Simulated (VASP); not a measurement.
Here is a VASP 6.6.1 calculation.

Contents of POSCAR:

```
C
1.0
    0.0000000000      1.6525002149      1.6525002149
    1.6525002149      0.0000000000      1.6525002149
    1.6525002149      1.6525002149      0.0000000000
C
2
Direct
    0.0000000000      0.0000000000      0.0000000000
    0.2500000000      0.2500000000      0.2500000000
```

INCAR.step1

```
SYSTEM = C
PREC = Accurate
ENCUT = 520
ISMEAR = 0
SIGMA = 0.05
LREAL = .FALSE.
LASPH = .TRUE.
NELM = 80
NBANDS = 11
GGA = PE
ALGO = Normal
EDIFF = 1E-4
LWAVE = .TRUE.
LCHARG = .FALSE.
```

File INCAR.step2:

```
SYSTEM = C
PREC = Accurate
ENCUT = 520
EDIFF = 1E-7
ISMEAR = 0
SIGMA = 0.05
LREAL = .FALSE.
LASPH = .TRUE.
NELM = 80
ALGO = Normal
ISIF = 2
LWAVE = .FALSE.
LCHARG = .FALSE.
METAGGA = R2SCAN
LMIXTAU = .TRUE.
NBANDS = 11
ISTART = 1
```

The input KPOINTS:

```
Automatic mesh
0
G
  12 12 12
  0 0 0
```

Potentials or basis: VASP PAW PBE potentials, release 64 (C).

Run with:

```sh
$ cat potpaw_PBE.64/C/POTCAR > POTCAR
$ cp INCAR.step1 INCAR
$ mpirun -np 1 vasp_std > vasp.out
$ cp INCAR.step2 INCAR
$ mpirun -np 1 vasp_std > vasp.out
```

**Question.** Estimate the pressure.

**Answer.** 152.5 GPa.

**Question.** Predict the band gap on the k mesh.

**Answer.** 4.92 eV, indirect (least direct gap 6.47 eV).

Caveat: the PAW data sets were made with another functional, which shifts forces and pressure a little. A k mesh can miss the band edges.
